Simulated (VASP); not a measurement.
# H11C2NO4 in VASP: notebook

The runs below take H11C2NO4 through single point, with r2SCAN+D3(BJ).

Everything below comes from runs of VASP 6.6.1. Logs are shortened: lines on timing, memory, paths and dates and some standing lists are left out, and cuts for length are marked.

### Step 1. The cell of the first run

The cell holds a disordered packing, 18 atoms: a = 5.915 Å, b = 5.915 Å, c = 5.915 Å, α = 90.00°, β = 90.00°, γ = 90.00°.

### Step 2. Single point, r2SCAN+D3(BJ)

POSCAR

```
H11C2NO4
1.0
    5.9154820000      0.0000000000      0.0000000000
    0.0000000000      5.9154820000      0.0000000000
    0.0000000000      0.0000000000      5.9154820000
O H C N
4 11 2 1
Direct
    0.3406992025      0.2609931025      0.2442404524
    0.6792853059      0.9529231937      0.0852677770
    0.2618214374      0.7536663961      0.0584060606
    0.9968418465      0.9347505410      0.7189439508
    0.2799771853      0.3978543084      0.1824534332
    0.2375968687      0.1345959636      0.2463028372
    0.7652461794      1.0293835735     -0.0308681524
    0.5596331795      1.0579695788      0.1232190378
    0.1680505494      0.8289434403     -0.0657765504
    0.3989531200      0.8294674889      0.0538417664
    1.0233316575      0.7989374323      0.6222823432
    1.1274820885      1.0073566279      0.6544521647
    0.6798600689      0.4320527051      0.8570053970
    0.5907210942      0.2691581176      0.5992242052
    0.8313946353      0.4207603032      0.5898927594
    0.6636314674      0.4289422231      0.6741631536
    0.5413760028      0.6301261672      0.6110744653
    0.4420265331      0.7963509990      0.6013373044
```

INCAR.step1

```
  PREC = Accurate
  ENCUT = 580
  ISMEAR = -1
  SIGMA = 0.02
  LREAL = False
  LASPH = True
  NELM = 120
  NBANDS = 39
  GGA = PE
  ALGO = Normal
  EDIFF = 1E-5
  LWAVE = True
  LCHARG = False
  GGA_COMPAT = False
```

INCAR.step2

```
  PREC = Accurate
  ENCUT = 580
  EDIFF = 1E-6
  ISMEAR = -1
  SIGMA = 0.02
  LREAL = False
  LASPH = True
  NELM = 120
  ALGO = Normal
  ISIF = 2
  LWAVE = False
  LCHARG = True
  METAGGA = R2SCAN
  LMIXTAU = True
  IVDW = 12
  VDW_S6 = 1.0
  VDW_S8 = 0.78981345
  VDW_A1 = 0.49484001
  VDW_A2 = 5.73083694
  LELF = True
  LVHAR = True
  NBANDS = 39
  ISTART = 1
  GGA_COMPAT = False
```

KPOINTS

```
Automatic mesh
0
Gamma
  1 1 1
```

Potentials or basis: VASP PAW PBE potentials, release 64 (O, H, C, N).

On the command line:

```
cat potpaw_PBE.64/O/POTCAR potpaw_PBE.64/H/POTCAR potpaw_PBE.64/C/POTCAR potpaw_PBE.64/N/POTCAR > POTCAR
cp INCAR.step1 INCAR
mpirun -np 1 vasp_gam > vasp.out
cp INCAR.step2 INCAR
mpirun -np 1 vasp_gam > vasp.out
```

OUTCAR:

```text
PREC = Accurate
   ENCUT = 580
   EDIFF = 1E-6
   ISMEAR = -1
   LREAL = False
   LASPH = True
   NELM = 120
   ISIF = 2
   METAGGA = R2SCAN
   IVDW = 12
   ISTART = 1
 IVDW          = 12

 ion  position               nearest neighbor table
   1  0.341  0.261  0.244-   5 0.96   6 0.96
   2  0.679  0.953  0.085-   7 0.97   8 0.97
   3  0.262  0.754  0.058-  10 0.93   9 1.02
   4  0.997  0.935  0.719-  12 0.96  11 1.00
   5  0.280  0.398  0.182-   1 0.96
   6  0.238  0.135  0.246-   1 0.96
   7  0.765  0.029  0.969-   2 0.97
   8  0.560  0.058  0.123-   2 0.97
   9  0.168  0.829  0.934-   3 1.02
  10  0.399  0.829  0.054-   3 0.93
  11  0.023  0.799  0.622-   4 1.00
  12  0.127  0.007  0.654-   4 0.96
  13  0.680  0.432  0.857-  16 1.09
  14  0.591  0.269  0.599-  16 1.13
  15  0.831  0.421  0.590-  16 1.11
  16  0.664  0.429  0.674-  13 1.09  15 1.11  14 1.13  17 1.44
  17  0.541  0.630  0.611-  18 1.15  16 1.44
  18  0.442  0.796  0.601-  17 1.15

  LATTYP: Found a simple cubic cell.
 ALAT       =     5.9154820000

  Lattice vectors:

 A1 = (   5.9154820000,   0.0000000000,   0.0000000000)
 A2 = (   0.0000000000,   5.9154820000,   0.0000000000)
 A3 = (   0.0000000000,   0.0000000000,   5.9154820000)

Analysis of symmetry for initial positions (statically):
=====================================================================
 Subroutine PRICEL returns:
 Original cell was already a primitive cell.

 Routine SETGRP: Setting up the symmetry group for a
 simple cubic supercell.

 Subroutine GETGRP returns: Found  1 space group operations
 (whereof  1 operations were pure point group operations)
 out of a pool of 48 trial point group operations.

The static configuration has the point symmetry C_1 .

Analysis of symmetry for dynamics (positions and initial velocities):
=====================================================================
 Subroutine PRICEL returns:
 Original cell was already a primitive cell.

 Routine SETGRP: Setting up the symmetry group for a
 simple cubic supercell.

 Subroutine GETGRP returns: Found  1 space group operations
 (whereof  1 operations were pure point group operations)
 out of a pool of 48 trial point group operations.

The dynamic configuration has the point symmetry C_1 .

 Subroutine INISYM returns: Found  1 space group operations
 (whereof  1 operations are pure point group operations),
 and found     1 'primitive' translations

----------------------------------------------------------------------------------------

                                     Primitive cell

  volume of cell :     207.0000

  direct lattice vectors                    reciprocal lattice vectors
     5.915482000  0.000000000  0.000000000     0.169047932  0.000000000  0.000000000
     0.000000000  5.915482000  0.000000000     0.000000000  0.169047932  0.000000000
     0.000000000  0.000000000  5.915482000     0.000000000  0.000000000  0.169047932

  length of vectors
     5.915482000  5.915482000  5.915482000     0.169047932  0.169047932  0.169047932

  position of ions in fractional coordinates (direct lattice)
     0.340699202  0.260993103  0.244240452
     0.679285306  0.952923194  0.085267777
     0.261821437  0.753666396  0.058406061
     0.996841846  0.934750541  0.718943951
     0.279977185  0.397854308  0.182453433
     0.237596869  0.134595964  0.246302837
[... 10 lines left out ...]
     0.541376003  0.630126167  0.611074465
     0.442026533  0.796350999  0.601337304

  ion indices of the primitive-cell ions
   primitive index   ion index
                 1           1
                 2           2
                 3           3
                 4           4
                 5           5
                 6           6
[... 10 lines left out ...]
                17          17
                18          18

----------------------------------------------------------------------------------------

 KPOINTS: Automatic mesh

Automatic generation of k-mesh.
 Grid dimensions read from file:
 generate k-points for:    1    1    1

 Generating k-lattice:

  Cartesian coordinates                     Fractional coordinates (reciprocal lattice)
     0.169047932  0.000000000  0.000000000     1.000000000  0.000000000  0.000000000
     0.000000000  0.169047932  0.000000000     0.000000000  1.000000000  0.000000000
     0.000000000  0.000000000  0.169047932     0.000000000  0.000000000  1.000000000

  Length of vectors
     0.169047932  0.169047932  0.169047932

  Shift w.r.t. Gamma in fractional coordinates (k-lattice)
     0.000000000  0.000000000  0.000000000

 Subroutine IBZKPT returns following result:
 ===========================================

 Found      1 irreducible k-points:

 Following reciprocal coordinates:
            Coordinates               Weight
  0.000000  0.000000  0.000000      1.000000
   k-points           NKPTS =      1   k-points in BZ     NKDIM =      1   number of bands    NBANDS=     39
   number of dos      NEDOS =    301   number of ions     NIONS =     18
   total plane-waves  NPLWV = 110592
   dimension x,y,z NGX =    48 NGY =   48 NGZ =   48
   dimension x,y,z NGXF=    96 NGYF=   96 NGZF=   96
   ions per type =               4  11   2   1
   NGX,Y,Z   is equivalent  to a cutoff of  13.49, 13.49, 13.49 a.u.
   NGXF,Y,Z  is equivalent  to a cutoff of  26.98, 26.98, 26.98 a.u.
 SYSTEM =  unknown system
   PREC   = accura    normal or accurate (medium, high low for compatibility)
   ISTART =      1    job   : 0-new  1-cont  2-samecut
   ICHARG =      0    charge: 1-file 2-atom 10-const
   ISPIN  =      1    spin polarized calculation?
   LNONCOLLINEAR =      F non collinear calculations
   LSORBIT =      F    spin-orbit coupling
   LASPH  =      T    aspherical Exc in radial PAW
   ENCUT  =  580.0 eV  42.63 Ry    6.53 a.u.  11.62 11.62 11.62*2*pi/ulx,y,z
   NELM   =    120;   NELMIN=  2; NELMDL=  0     # of ELM steps
   EDIFF  = 0.1E-05   stopping-criterion for ELM
   LREAL  =      F    real-space projection
   EDIFFG = 0.1E-04   stopping-criterion for IOM
   NSW    =      0    number of steps for IOM
   IBRION =     -1    ionic relax: 0-MD 1-quasi-New 2-CG
   NFREE  =      0    steps in history (QN), initial steepest desc. (CG)
   ISIF   =      2    stress and relaxation
   ISYM   =      2    0-nonsym 1-usesym 2-fastsym
   POTIM  = 0.5000    time-step for ionic-motion
   TEBEG  =    0.0;   TEEND  =   0.0 temperature during run
   PSTRESS=    0.0 pullay stress
   NELECT =      48.0000    total number of electrons
   NUPDOWN=      -1.0000    fix difference up-down
   EMIN   =  10.00;   EMAX   =-10.00  energy-range for DOS
   EFERMI =   0.00;   METHOD = LEGACY
   ISMEAR =    -1;   SIGMA  =   0.02  broadening in eV -4-tet -1-fermi 0-gaus
   EFERMI_NEDOS =   21; number of points for ismear=-14 and -15
   IALGO  =     38    algorithm
   IMIX   =      4    mixing-type and parameters
     AMIX     =   0.40;   BMIX     =  1.00
     AMIX_MAG =   1.60;   BMIX_MAG =  1.00
  volume/ion in A,a.u.               =      11.50        77.61
  Fermi-wavevector in a.u.,A,eV,Ry     =   1.005769  1.900629 13.763275  1.011572
  Thomas-Fermi vector in A             =   2.138470
   LORBIT       =      0    0 simple, 1 ext, 2 COOP (PROOUT), +10 PAW based schemes
   METAGGA = R2SCAN    functional components
   LHFCALC =     F    Hartree Fock is set to
   AEXX    =    0.0000 exact exchange contribution
   IVDW    =    12    specifies the selected vdW correction
   LEPSILON=     F    determine dielectric tensor
   LRPA    =     F    only Hartree local field effects (RPA)
 non-spin polarized calculation
  energy-cutoff  :      580.00
  volume of cell :      207.00
 maximum number of plane-waves:      3310
 NGX is ok and might be reduce to    48
   NGX = 23   NGY = 23   NGZ = 23

 number of electron      48.0000004 magnetization

 Free energy of the ion-electron system (eV)
  ---------------------------------------------------
  ext. energy  EPLUGINS =         0.00000000
  ---------------------------------------------------
  free energy    TOTEN  =      -101.42709236 eV

  energy without entropy =     -101.42709236  energy(sigma->0) =     -101.42709236

 E-fermi :  -3.3370     XC(G=0):  -6.8063

 val. band max:       -3.8193829430   @ k =   0.0000   0.0000   0.0000
 cond. band min:       1.2806634629   @ k =   0.0000   0.0000   0.0000
 fundamental gap:      5.1000464059
 Fermi energy:        -3.3370029253

 k-point     1 :       0.0000    0.0000    0.0000
  band No.  band energies     occupation
      1     -24.4728      2.00000
      2     -23.8359      2.00000
      3     -23.2952      2.00000
      4     -22.6570      2.00000
      5     -21.0360      2.00000
      6     -17.0534      2.00000
[... 28 lines left out ...]
     35       7.3561      0.00000
     36       7.6814      0.00000
 [bands above 36 left out]

------------------------ aborting loop because EDIFF is reached ----------------------------------------

 Edisp (eV)   -0.32889

 E8    (eV) :    -0.0510

  FORCE on cell =-STRESS in cart. coord.  units (eV):
  Direction    XX          YY          ZZ          XY          YZ          ZX
  --------------------------------------------------------------------------------------
  -------------------------------------------------------------------------------------
  Total       2.67527    -2.28079    -1.41945     1.80494    -0.87277     0.13974
  in kB      20.70658   -17.65329   -10.98651    13.97024    -6.75521     1.08157
  external pressure =       -2.64 kB  Pullay stress =        0.00 kB

 VOLUME and BASIS-vectors are now :
 -----------------------------------------------------------------------------
  energy-cutoff  :      580.00
  volume of cell :      207.00
      direct lattice vectors                 reciprocal lattice vectors
     5.915482000  0.000000000  0.000000000     0.169047932  0.000000000  0.000000000
     0.000000000  5.915482000  0.000000000     0.000000000  0.169047932  0.000000000
     0.000000000  0.000000000  5.915482000     0.000000000  0.000000000  0.169047932

 POSITION                                       TOTAL-FORCE (eV/Angst)
 -----------------------------------------------------------------------------------
      2.01540      1.54390      1.44480         0.858732     -0.637883      0.524599
      4.01830      5.63700      0.50440         0.143347      0.219100      0.000456
      1.54880      4.45830      0.34550        -3.467181     -0.402180     -0.894332
      5.89680      5.52950      4.25290         0.520984     -1.100355     -1.291106
      1.65620      2.35350      1.07930        -0.561762      0.350094     -0.322915
      1.40550      0.79620      1.45700        -0.387167      0.350336     -0.233924
[... 10 lines left out ...]
      3.20250      3.72750      3.61480         0.759825     -1.205756      0.544183
      2.61480      4.71080      3.55720        -0.703565      1.033514     -0.760874
 -----------------------------------------------------------------------------------
    total drift:                               -0.000227      0.000033      0.000579

  FREE ENERGIE OF THE ION-ELECTRON SYSTEM (eV)
  ---------------------------------------------------
  free  energy   TOTEN  =      -101.7559789224 eV

  energy  without entropy=     -101.7559789223  energy(sigma->0) =     -101.75597892
```

Run time: 94 s. Hardware: 1 thread of AMD EPYC 9R14 (Zen 4), shared host; peak memory 0.3 GiB.

What came out:

| Property | Result |
| --- | --- |
| Free energy | -101.7560 eV |
| Pressure | -0.3 GPa |
| Largest force | 3.603 eV/Å |
| Dispersion energy per atom | -0.018 eV |

Forces on the atoms (eV/Å):
```
O    0.859 -0.638  0.525
O    0.143  0.219  0.000
O   -3.467 -0.402 -0.894
O    0.521 -1.100 -1.291
H   -0.562  0.350 -0.323
H   -0.387  0.350 -0.234
H    0.015 -0.381 -0.151
H    0.138  0.624  0.390
H    0.785 -1.027  1.417
H    2.361  0.581 -0.215
H   -0.946  0.450  0.853
H    0.488  0.983  0.229
H    0.030 -0.314  0.115
H   -0.230  0.765  0.798
H   -0.249  0.441  0.473
C    0.444 -0.730 -1.476
C    0.760 -1.206  0.544
N   -0.704  1.034 -0.761
```

Caveat: the k points lie up to 1.06 Å⁻¹ apart; the PAW data sets were made with another functional, which shifts forces and pressure a little.

### Step 3. Single point, r2SCAN+D3(BJ)

POSCAR

```
H11C2NO4
1.0
    5.9154820000      0.0000000000      0.0000000000
    0.0000000000      5.9154820000      0.0000000000
    0.0000000000      0.0000000000      5.9154820000
O H C N
4 11 2 1
Direct
    0.3330920456      0.2565978563      0.2657095398
    0.6885660374      0.9552898648      0.0807880068
    0.2714740743      0.7486625773      0.0479588984
    0.9842646804      0.9244217124      0.7157827545
    0.2716600270      0.3910078672      0.1954194096
    0.2376306783      0.1359990614      0.2107520571
    0.7588561676      1.0087428210     -0.0554815313
    0.5857848946      1.0730993687      0.1331590562
    0.1682026925      0.8099593575     -0.0731301355
    0.4206250649      0.8099424527      0.0196264649
    0.9656525030      0.7709430947      0.6598447937
    1.0796246189      1.0145918794      0.6180899545
    0.6833255515      0.4476727340      0.8627192171
    0.5449767238      0.3162041572      0.6351468908
    0.8414022729      0.4412320078      0.6008977798
    0.6794036395      0.4494646421      0.6850667452
    0.5605967527      0.6481297720      0.6222485336
    0.4284519841      0.7812888282      0.5821334593
```

INCAR.step1

```
SYSTEM = H11C2NO4
PREC = Accurate
ENCUT = 580
ISMEAR = -1
SIGMA = 0.02
LREAL = .FALSE.
LASPH = .TRUE.
NELM = 120
NBANDS = 39
GGA = PE
ALGO = Normal
EDIFF = 1E-5
LWAVE = .TRUE.
LCHARG = .FALSE.
GGA_COMPAT = .FALSE.
```

INCAR.step2

```
SYSTEM = H11C2NO4
PREC = Accurate
ENCUT = 580
EDIFF = 1E-6
ISMEAR = -1
SIGMA = 0.02
LREAL = .FALSE.
LASPH = .TRUE.
NELM = 120
ALGO = Normal
ISIF = 2
LWAVE = .FALSE.
LCHARG = .FALSE.
METAGGA = R2SCAN
LMIXTAU = .TRUE.
IVDW = 12
VDW_S6 = 1.0
VDW_S8 = 0.78981345
VDW_A1 = 0.49484001
VDW_A2 = 5.73083694
NBANDS = 39
ISTART = 1
GGA_COMPAT = .FALSE.
```

KPOINTS

```
regular mesh
0
G
  1 1 1
  0 0 0
```

Potentials or basis: VASP PAW PBE potentials, release 64 (O, H, C, N).

On the command line:

```
cat potpaw_PBE.64/O/POTCAR potpaw_PBE.64/H/POTCAR potpaw_PBE.64/C/POTCAR potpaw_PBE.64/N/POTCAR > POTCAR
cp INCAR.step1 INCAR
mpirun -np 1 vasp_gam > vasp.out
cp INCAR.step2 INCAR
mpirun -np 1 vasp_gam > vasp.out
```

It took 90 s on 1 thread of AMD EPYC 9R14 (Zen 4), shared host; peak memory 0.3 GiB.

It converged, with:

```yaml
Free_energy: -101.8096 eV
Pressure: 0.6 GPa
Largest_force: 3.031 eV/Å
Dispersion_energy_per_atom: -0.018 eV
```

Forces in eV/Å, atoms in the order of the input:
```
O   -0.125 -0.056 -0.061
O   -0.387  0.153  0.408
O   -1.548  0.104 -0.633
O   -0.535  0.251  0.542
H    0.194  0.484 -0.043
H   -0.014 -0.398  0.076
H    0.261  0.007 -0.399
H    0.187  0.029  0.120
H    1.129 -0.419  1.060
H    0.241  0.016 -0.001
H    0.411  0.792 -0.456
H    0.104 -0.769 -0.240
H    0.577 -0.119  1.543
H    1.734  0.356  0.028
H    0.242 -0.669 -0.054
C   -1.817 -0.810 -1.240
C    0.939 -1.345  0.309
N   -1.595  2.393 -0.958
```

Stress tensor (GPa, compression positive):
```
 0.42 -2.49 -0.19
-2.49 -0.30 -0.37
-0.19 -0.37  1.54
```

Levels at points of the mesh, in eV from the Fermi level:
```csv
k point,band 21,band 22,band 23,band 24,band 25,band 26,band 27,band 28
"(0.00, 0.00, 0.00)",-1.66,-1.58,-1.11,-0.53,4.39,6.26,6.39,7.64
```

Caveat: the k points lie up to 1.06 Å⁻¹ apart; the atoms stand as in a frame of molecular dynamics; the PAW data sets were made with another functional, which shifts forces and pressure a little.

(Continued in part 2 of 2.)
